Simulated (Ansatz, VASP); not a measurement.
# One calculation of V, two programs

The input INCAR:

```
SYSTEM = V
ALGO     = Fast           ! electronic algorithm
EDIFF    = 1E-7           ! SCF threshold, eV
ENCUT    = 520            ! plane-wave cutoff, eV
GGA      = PE             ! functional
ISIF     = 2              ! what is computed and relaxed
ISMEAR   = 0              ! smearing method
LASPH    = .TRUE.         ! aspherical terms in the spheres
LCHARG   = .TRUE.         ! write CHGCAR
LELF     = .TRUE.         ! ELF
LREAL    = .FALSE.        ! projectors in reciprocal space
LVHAR    = .TRUE.       
LWAVE    = .FALSE.        ! write WAVECAR
NBANDS   = 12             ! bands
NELM     = 80             ! most SCF steps
PREC     = Accurate       ! precision mode
SIGMA    = 0.1            ! smearing width, eV
```

File KPOINTS:

```
k-points
0
G
  20 20 20
  0 0 0
```

POSCAR

```
V
1.0
   -1.4680181777      1.4680181777      1.4680181777
    1.4680181777     -1.4680181777      1.4680181777
    1.4680181777      1.4680181777     -1.4680181777
V
1
Direct
    0.0000000000      0.0000000000      0.0000000000
```

Input for Ansatz:

```yaml
crystal:
  lattice:
    - [-1.4680181777, 1.4680181777, 1.4680181777]
    - [1.4680181777, -1.4680181777, 1.4680181777]
    - [1.4680181777, 1.4680181777, -1.4680181777]
  atoms:
    - { symbol: V, position: [0.0, 0.0, 0.0] }
basis:
  ecutwfc: 420
kpoints:
  mp_grid: { grid: [20, 20, 20] }
hamiltonian:
  xc: pbe
scf:
  occupations: { method: gaussian, width: 0.1 }
output:
  forces: true
  stress: true
  eigenvalues: true
```

Alike in both runs: task single point; functional PBE; k mesh 20 × 20 × 20; occupations gaussian, width 0.1 eV; no spin polarisation.

```csv
,VASP,Ansatz
version,VASP 6.6.1,Ansatz 0.2.0
potentials or method,"VASP PAW PBE potentials, release 64 (V_sv), cutoff 520 eV","scalar-relativistic, plane waves, PAW"
valence electrons in the cell,13,13
```

|  | VASP | Ansatz | Ansatz less VASP |
| --- | --- | --- | --- |
| gap on the k mesh at the Fermi level (eV) | none | none | - |
| pressure (GPa) | 13.0 | 12.7 | -0.29 |

A gap of «none» marks a metal or a gap that the smearing closes. With one functional, cell and mesh, what is left measures potentials, basis and numerics.
